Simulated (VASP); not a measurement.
# Ir in VASP: further runs

Ir is run at these levels: PBE; tasks: single point.

Program: VASP 6.6.1. These are calculated values, not measurements. Logs are shortened: lines on timing, memory, paths and dates and some standing lists are left out, and cuts for length are marked.

**1. The cell of the first run**

The typed cell holds 2 atoms: a = 3.630 Å, b = 3.630 Å, c = 4.606 Å, α = 103.08°, β = 103.08°, γ = 135.48°.

**2. Single point, PBE (17.07 Å³/atom)**

INCAR

```
SYSTEM = Ir
PREC     = Accurate       ! precision mode
ENCUT    = 500            ! plane-wave cutoff, eV
EDIFF    = 1E-6           ! SCF threshold, eV
ISMEAR   = -1             ! smearing method
SIGMA    = 0.1            ! smearing width, eV
LREAL    = .False.        ! projectors in reciprocal space
LASPH    = .True.         ! aspherical terms in the spheres
NELM     = 120            ! most SCF steps
ALGO     = Normal         ! electronic algorithm
ISIF     = 2              ! what is computed and relaxed
LWAVE    = .False.        ! write WAVECAR
LCHARG   = .False.        ! write CHGCAR
GGA      = PE             ! functional
NBANDS   = 16             ! bands
GGA_COMPAT= .False.
```

KPOINTS

```
Automatic mesh
0
Gamma
  17 17 10
  0 0 0
```

POSCAR

```
Ir
1.0
   -2.5567882848      2.1945166735      1.3511868103
    2.1945166735     -2.5567882848      1.3511868103
    2.9289260715      2.9289260715     -2.0146879300
Ir
2
Direct
    0.9774778490      0.0225221510      1.0000000000
    0.7725221510      0.2274778490      0.5000000000
```

Potentials or basis: VASP PAW PBE potentials, release 64 (Ir).

Launch:

```console
> cat potpaw_PBE.64/Ir/POTCAR > POTCAR
> mpirun -np 1 vasp_std > vasp.out
```

OUTCAR:

```text
SYSTEM = Ir
   PREC = Accurate
   ENCUT = 500
   EDIFF = 1E-6
   ISMEAR = -1
   LREAL = .False.
   LASPH = .True.
   NELM = 120
   ISIF = 2
   GGA = PE

 ion  position               nearest neighbor table
   1  0.977  0.023  0.000-   2 2.68   2 2.68   2 2.68   2 2.68   2 2.71   2 2.71
   2  0.773  0.227  0.500-   1 2.68   1 2.68   1 2.68   1 2.68   1 2.71   1 2.71

  Warning from LATTYP: Got some problem with cell dimensions!
  Tried to take original basis but could not verify dimensions!
  LATTYP: Found a base centered monoclinic cell.
 ALAT       =     2.7505098847
 B/A-ratio  =     2.4429506501
 C/A-ratio  =     1.3431568638
 COS(beta)  =    -0.0001248278

  Lattice vectors:

 A1 = (  -2.5567882848,   2.1945166735,   1.3511868103)
 A2 = (   2.1945166735,  -2.5567882848,   1.3511868103)
 A3 = (   2.5666544602,   2.5666544602,   0.6876856906)

Analysis of symmetry for initial positions (statically):
=====================================================================
 Subroutine PRICEL returns:
 Original cell was already a primitive cell.

 Routine SETGRP: Setting up the symmetry group for a
 base centered monoclinic supercell.

 Subroutine GETGRP returns: Found  4 space group operations
 (whereof  2 operations were pure point group operations)
 out of a pool of  4 trial point group operations.

The static configuration has the point symmetry C_2 .
 The point group associated with its full space group is C_2h.

Analysis of symmetry for dynamics (positions and initial velocities):
=====================================================================
 Subroutine PRICEL returns:
 Original cell was already a primitive cell.

 Routine SETGRP: Setting up the symmetry group for a
 base centered monoclinic supercell.

 Subroutine GETGRP returns: Found  4 space group operations
 (whereof  2 operations were pure point group operations)
 out of a pool of  4 trial point group operations.

The dynamic configuration has the point symmetry C_2 .
 The point group associated with its full space group is C_2h.

 Subroutine INISYM returns: Found  4 space group operations
 (whereof  2 operations are pure point group operations),
 and found     1 'primitive' translations

----------------------------------------------------------------------------------------

                                     Primitive cell

  volume of cell :      34.1390

  direct lattice vectors                    reciprocal lattice vectors
    -2.556788285  2.194516673  1.351186810     0.034963048  0.245431542  0.407633864
     2.194516673 -2.556788285  1.351186810     0.245431542  0.034963048  0.407633864
     2.928926071  2.928926071 -2.014687930     0.188051691  0.188051691  0.050419223

  length of vectors
     3.630258332  3.630258332  4.606102834     0.477100014  0.477100014  0.270682424

  position of ions in fractional coordinates (direct lattice)
     0.977477849  0.022522151  0.000000000
     0.772522151  0.227477849  0.500000000

  ion indices of the primitive-cell ions
   primitive index   ion index
                 1           1
                 2           2

----------------------------------------------------------------------------------------

 KPOINTS: Automatic mesh

Automatic generation of k-mesh.
 Grid dimensions read from file:
 generate k-points for:   17   17   10

 Generating k-lattice:

  Cartesian coordinates                     Fractional coordinates (reciprocal lattice)
     0.002056650  0.014437150  0.023978463     0.058823529 -0.000000000  0.000000000
     0.014437150  0.002056650  0.023978463    -0.000000000  0.058823529  0.000000000
     0.018805169  0.018805169  0.005041922     0.000000000  0.000000000  0.100000000

  Length of vectors
     0.028064707  0.028064707  0.027068242

  Shift w.r.t. Gamma in fractional coordinates (k-lattice)
     0.000000000  0.000000000  0.000000000

 Subroutine IBZKPT returns following result:
 ===========================================

 Found    774 irreducible k-points:

 Following reciprocal coordinates:
            Coordinates               Weight
  0.000000  0.000000  0.000000      1.000000
  0.058824 -0.000000 -0.000000      4.000000
  0.117647  0.000000 -0.000000      4.000000
  0.176471  0.000000  0.000000      4.000000
  0.235294  0.000000 -0.000000      4.000000
  0.294118  0.000000 -0.000000      4.000000
[... 16 lines left out ...]
 -0.176471  0.058824  0.000000      4.000000
 -0.117647  0.058824  0.000000      4.000000
 [... further k-points ...]
   k-points           NKPTS =    774   k-points in BZ     NKDIM =    774   number of bands    NBANDS=     16
   number of dos      NEDOS =    301   number of ions     NIONS =      2
   total plane-waves  NPLWV =  28224
   dimension x,y,z NGX =    28 NGY =   28 NGZ =   36
   dimension x,y,z NGXF=    56 NGYF=   56 NGZF=   72
   ions per type =               2
   NGX,Y,Z   is equivalent  to a cutoff of  12.82, 12.82, 12.99 a.u.
   NGXF,Y,Z  is equivalent  to a cutoff of  25.64, 25.64, 25.99 a.u.
 SYSTEM =  Ir
   PREC   = accura    normal or accurate (medium, high low for compatibility)
   ISTART =      0    job   : 0-new  1-cont  2-samecut
   ICHARG =      2    charge: 1-file 2-atom 10-const
   ISPIN  =      1    spin polarized calculation?
   LNONCOLLINEAR =      F non collinear calculations
   LSORBIT =      F    spin-orbit coupling
   LASPH  =      T    aspherical Exc in radial PAW
   ENCUT  =  500.0 eV  36.75 Ry    6.06 a.u.   6.62  6.62  8.40*2*pi/ulx,y,z
   NELM   =    120;   NELMIN=  2; NELMDL= -5     # of ELM steps
   EDIFF  = 0.1E-05   stopping-criterion for ELM
   LREAL  =      F    real-space projection
   EDIFFG = 0.1E-04   stopping-criterion for IOM
   NSW    =      0    number of steps for IOM
   IBRION =     -1    ionic relax: 0-MD 1-quasi-New 2-CG
   NFREE  =      0    steps in history (QN), initial steepest desc. (CG)
   ISIF   =      2    stress and relaxation
   ISYM   =      2    0-nonsym 1-usesym 2-fastsym
   POTIM  = 0.5000    time-step for ionic-motion
   TEBEG  =    0.0;   TEEND  =   0.0 temperature during run
   PSTRESS=    0.0 pullay stress
   NELECT =      18.0000    total number of electrons
   NUPDOWN=      -1.0000    fix difference up-down
   EMIN   =  10.00;   EMAX   =-10.00  energy-range for DOS
   EFERMI =   0.00;   METHOD = LEGACY
   ISMEAR =    -1;   SIGMA  =   0.10  broadening in eV -4-tet -1-fermi 0-gaus
   EFERMI_NEDOS =   21; number of points for ismear=-14 and -15
   IALGO  =     38    algorithm
   IMIX   =      4    mixing-type and parameters
     AMIX     =   0.40;   BMIX     =  1.00
     AMIX_MAG =   1.60;   BMIX_MAG =  1.00
  volume/ion in A,a.u.               =      17.07       115.19
  Fermi-wavevector in a.u.,A,eV,Ry     =   1.322560  2.499276 23.798826  1.749164
  Thomas-Fermi vector in A             =   2.452232
   LORBIT       =      0    0 simple, 1 ext, 2 COOP (PROOUT), +10 PAW based schemes
   GGA     = PE    functional components
   LHFCALC =     F    Hartree Fock is set to
   AEXX    =    0.0000 exact exchange contribution
   IVDW    =     0    specifies the selected vdW correction
   LEPSILON=     F    determine dielectric tensor
   LRPA    =     F    only Hartree local field effects (RPA)
 non-spin polarized calculation
  energy-cutoff  :      500.00
  volume of cell :       34.14
 maximum number of plane-waves:       882
   NGX = 13   NGY = 13   NGZ = 17

 number of electron      17.9999999 magnetization

 Free energy of the ion-electron system (eV)
  ---------------------------------------------------
  ext. energy  EPLUGINS =         0.00000000
  ---------------------------------------------------
  free energy    TOTEN  =       -16.71370811 eV

  energy without entropy =      -16.63606434  energy(sigma->0) =      -16.67488622

 E-fermi :   7.2274     XC(G=0): -12.7920

 val. band max:        7.2267562242   @ k =  -0.1765   0.2941   0.2000
 cond. band min:       7.2281365323   @ k =   0.2941   0.2353   0.5000
 fundamental gap:      0.0013803081
 Fermi energy:         7.2273977619

 k-point     1 :       0.0000    0.0000    0.0000
  band No.  band energies     occupation
      1      -1.7671      2.00000
      2       1.3748      2.00000
      3       2.3090      2.00000
      4       2.7805      2.00000
      5       3.8469      2.00000
      6       5.6703      2.00000
[... 8 lines left out ...]
     15      22.9575      0.00000
     16      24.4843      0.00000

 k-point     2 :       0.0588   -0.0000   -0.0000
  band No.  band energies     occupation
      1      -1.6032      2.00000
      2       1.4641      2.00000
      3       2.3028      2.00000
      4       2.9404      2.00000
      5       3.9043      2.00000
      6       5.4251      2.00000
[... 8 lines left out ...]
     15      22.9029      0.00000
     16      24.1983      0.00000

 k-point     3 :       0.1176    0.0000   -0.0000
  band No.  band energies     occupation
      1      -1.1265      2.00000
      2       1.7216      2.00000
      3       2.3635      2.00000
      4       3.3083      2.00000
      5       4.0528      2.00000
      6       4.8149      2.00000
[... 8 lines left out ...]
     15      22.5162      0.00000
     16      22.9313      0.00000

 k-point     4 :       0.1765    0.0000    0.0000
  band No.  band energies     occupation
      1      -0.3894      2.00000
      2       2.1144      2.00000
      3       2.5376      2.00000
      4       3.6633      2.00000
      5       3.9120      2.00000
      6       4.5433      2.00000
[... 8 lines left out ...]
     15      21.4550      0.00000
     16      22.4241      0.00000

 k-point     5 :       0.2353    0.0000   -0.0000
  band No.  band energies     occupation
      1       0.4875      2.00000
      2       2.5488      2.00000
      3       2.8002      2.00000
      4       3.3997      2.00000
      5       3.5991      2.00000
      6       4.7546      2.00000
[... 8 lines left out ...]
     15      21.8405      0.00000
     16      22.4823      0.00000

 k-point     6 :       0.2941    0.0000   -0.0000
  band No.  band energies     occupation
      1       1.2415      2.00000
      2       2.6764      2.00000
      3       2.9641      2.00000
      4       3.3029      2.00000
      5       3.4941      2.00000
      6       5.0083      2.00000
[... 8 lines left out ...]
     15      21.1868      0.00000
     16      21.7142      0.00000
[... 267 lines left out ...]
 k-point    21 :      -0.2941    0.0588    0.0000
  band No.  band energies     occupation
      1       0.6763      2.00000
      2       2.5818      2.00000
      3       2.8744      2.00000
      4       3.3497      2.00000
      5       3.5622      2.00000
      6       4.9531      2.00000
[... 8 lines left out ...]
     15      21.2046      0.00000
     16      22.5742      0.00000

 k-point    22 :      -0.2353    0.0588    0.0000
  band No.  band energies     occupation
      1      -0.1974      2.00000
      2       2.2127      2.00000
      3       2.5754      2.00000
      4       3.5171      2.00000
      5       3.7984      2.00000
      6       4.7664      2.00000
[... 8 lines left out ...]
     15      21.3920      0.00000
     16      22.3877      0.00000

 k-point    23 :      -0.1765    0.0588    0.0000
  band No.  band energies     occupation
      1      -0.9633      2.00000
      2       1.8069      2.00000
      3       2.3640      2.00000
      4       3.2677      2.00000
      5       4.0777      2.00000
      6       4.8030      2.00000
[... 8 lines left out ...]
     15      21.8096      0.00000
     16      22.9159      0.00000

 k-point    24 :      -0.1176    0.0588    0.0000
  band No.  band energies     occupation
      1      -1.4872      2.00000
      2       1.5222      2.00000
      3       2.2803      2.00000
      4       2.9571      2.00000
      5       3.9503      2.00000
      6       5.3636      2.00000
[... 8 lines left out ...]
     15      23.0618      0.00000
     16      23.5260      0.00000

 [... further k-points ...]

------------------------ aborting loop because EDIFF is reached ----------------------------------------

  FORCE on cell =-STRESS in cart. coord.  units (eV):
  Direction    XX          YY          ZZ          XY          YZ          ZX
  --------------------------------------------------------------------------------------
  -------------------------------------------------------------------------------------
  Total       -3.8637404     -3.8637404     -3.9944141     -0.3717971     -0.0358942     -0.0358942
  in kB     -181.3290791   -181.3290791   -187.4617260    -17.4487978     -1.6845490     -1.6845485
  external PRESSURE =    -183.3732947 kB  Pullay stress =       0.0000000 kB

 VOLUME and BASIS-vectors are now :
 -----------------------------------------------------------------------------
  energy-cutoff  :      500.00
  volume of cell :       34.14
      direct lattice vectors                 reciprocal lattice vectors
    -2.556788285  2.194516673  1.351186810     0.034963048  0.245431542  0.407633864
     2.194516673 -2.556788285  1.351186810     0.245431542  0.034963048  0.407633864
     2.928926071  2.928926071 -2.014687930     0.188051691  0.188051691  0.050419223

 POSITION                                       TOTAL-FORCE (eV/Angst)
 -----------------------------------------------------------------------------------
     -2.44978      2.08751      1.35119         0.170310     -0.170310      0.000000
     -0.01151      2.57816      0.34384        -0.170310      0.170310     -0.000000
 -----------------------------------------------------------------------------------
    total drift:                                0.000000      0.000000     -0.000000

  FREE ENERGIE OF THE ION-ELECTRON SYSTEM (eV)
  ---------------------------------------------------
  free  energy   TOTEN  =       -16.7137081058 eV

  energy  without entropy=      -16.6360643392  energy(sigma->0) =      -16.67488622
```

Wall time 4.3 min (1 thread of AMD EPYC 9R45 (Zen 5), shared host); peak memory 0.42 GiB.

Results:

```
Free energy            : -16.7137 eV
Pressure               : -18.3 GPa
Largest force          : 0.241 eV/Å
Band gap on the k mesh : zero (bands 9 and 10 overlap by 2.42 eV)
```

Forces on the atoms (eV/Å):
```
Ir   0.170 -0.170  0.000
Ir  -0.170  0.170  0.000
```

Levels at points of the mesh, in eV from the Fermi level:
```tsv
k point	band 6	band 7	band 8	band 9	band 10	band 11	band 12	band 13
(0.00, 0.00, 0.00)	-1.56	-0.94	-0.71	0.33	0.47	1.57	4.23	7.56
(0.00, 0.00, 0.50)	-2.47	-1.76	-1.76	-0.66	-0.66	1.43	1.43	11.67
```

Caveat: the cell stands under tension; spin-orbit coupling is left out, which moves the levels of the heavy elements.

**3. Single point, PBE**

This run uses another cell than the first one, of 15.81 Å³/atom.

INCAR

```
PREC = Accurate ; ENCUT = 500
EDIFF = 1E-6 ; ISMEAR = -1
SIGMA = 0.1 ; LREAL = False
LASPH = True ; NELM = 120
ALGO = Normal ; ISIF = 2
LWAVE = False ; LCHARG = False
GGA = PE ; NBANDS = 16
ISYM = 0 ; GGA_COMPAT = False
```

KPOINTS

```
regular mesh
0
Gamma
  14 14 9
```

POSCAR

```
Ir
1.0
   -2.4920314326      2.1389352267      1.3169647336
    2.1389352267     -2.4920314326      1.3169647336
    2.8547439290      2.8547439290     -1.9636610814
Ir
2
Direct
    0.9774778490      0.0225221510      1.0000000000
    0.7725221510      0.2274778490      0.5000000000
```

Potentials or basis: VASP PAW PBE potentials, release 64 (Ir).

Launch:

```console
> cat potpaw_PBE.64/Ir/POTCAR > POTCAR
> mpirun -np 1 vasp_std > vasp.out
```

Wall time 5 min (1 thread of AMD EPYC 9R45 (Zen 5), shared host); peak memory 0.44 GiB.

It converged, with:

| Item | Value |
| --- | --- |
| Free energy | -16.8678 eV |
| Pressure | 0.3 GPa |
| Largest force | 0.019 eV/Å |
| Band gap on the k mesh | zero (bands 9 and 10 overlap by 2.72 eV) |

Forces in eV/Å, atoms in the order of the input:
```
Ir  -0.013  0.013  0.000
Ir   0.013 -0.013  0.000
```

Stress tensor (GPa, compression positive):
```
 0.22  0.03 -0.01
 0.03  0.22 -0.01
-0.01 -0.01  0.40
```

Levels at points of the mesh, in eV from the Fermi level:
| k point | band 5 | band 6 | band 7 | band 8 | band 9 | band 10 | band 11 | band 12 | band 13 | band 14 |
| --- | --- | --- | --- | --- | --- | --- | --- | --- | --- | --- |
| (0.00, 0.00, 0.00) | -3.79 | -1.74 | -1.04 | -0.81 | 0.37 | 0.55 | 1.76 | 4.36 | 7.91 | 11.42 |
| (0.50, 0.00, 0.00) | -2.23 | -2.23 | -0.97 | -0.97 | 0.59 | 0.59 | 3.51 | 3.51 | 8.71 | 8.71 |
| (0.00, 0.50, 0.00) | -2.23 | -2.23 | -0.97 | -0.97 | 0.59 | 0.59 | 3.51 | 3.51 | 8.71 | 8.71 |
| (0.50, 0.50, 0.00) | -2.78 | -2.67 | -2.47 | -1.42 | -1.13 | 0.67 | 0.98 | 1.58 | 11.94 | 12.10 |

Caveat: spin-orbit coupling is left out, which moves the levels of the heavy elements.
